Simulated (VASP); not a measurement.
Runs of VASP 6.6.1 on Rh. The structure is that of space group Fd-3m (No. 227), or close to it. The cells are those of the table. 

```tsv
spin	cell	k mesh	smearing	gap on the mesh (eV)	pressure (GPa)	moment (μB)
collinear, ferromagnetic start	a = 4.049 Å, angles 60.0°, 2 atoms	11 × 11 × 11	fermi-dirac 0.05 eV	none	-10.9	0.00
collinear, ferromagnetic start	a = 3.792 Å, angles 60.0°, 2 atoms	11 × 11 × 11	fermi-dirac 0.05 eV	none	13.4	0.00
off	a = 3.901 Å, angles 60.0°, 2 atoms	11 × 11 × 11	fermi-dirac 0.1 eV	none	(b)	-
off	a = 3.848 Å, angles 60.0°, 2 atoms	11 × 11 × 11	fermi-dirac 0.1 eV	none	(a)	-
off	a = 3.901 Å, angles 60.0°, 2 atoms	16 × 16 × 16	fermi-dirac 0.1 eV	none	0.1	-
```

Alike in all rows: task single point; level PBE; potentials or basis VASP PAW PBE potentials, release 64 (Rh_pv); cutoff (eV) 520.

Task: Estimate the missing entries.

Result: (a) 5.9; (b) 0.0.

A k mesh can miss the band edges, and the runs leave out spin-orbit coupling on Rh.

A gap of «none» marks levels without a gap at the run's occupations.
